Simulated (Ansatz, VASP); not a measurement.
GaP in VASP and in Ansatz

```
Ga P
1.0
     0.00000    2.72525    2.72525
     2.72525    0.00000    2.72525
     2.72525    2.72525    0.00000
Ga P
1 1
Cartesian
  0.0000 0.0000 0.0000
  1.3626 1.3626 1.3626
```

Alike in both runs: task relaxation of the atoms; functional PBE; k mesh 9 × 9 × 9; occupations fermi-dirac, width 0.02 eV; no spin polarisation.

|  | VASP | Ansatz |
| --- | --- | --- |
| version | VASP 6.6.1 | Ansatz 0.2.0 |
| potentials or method | VASP PAW PBE potentials, release 64 (Ga_d, P) | plane-wave PAW, scalar-relativistic |
| plane-wave cutoff (eV) | 450 | 420 |
| valence electrons in the cell | 18 | 18 |

```tsv
	VASP	Ansatz	Ansatz less VASP
gap on the k mesh at the Fermi level, each at its own relaxed structure (eV)	1.60	1.60	+0.001
```

Ansatz's warnings: stress scf threshold loose.

Noted on VASP's run: the relaxation stopped at its first step, so nothing moved.
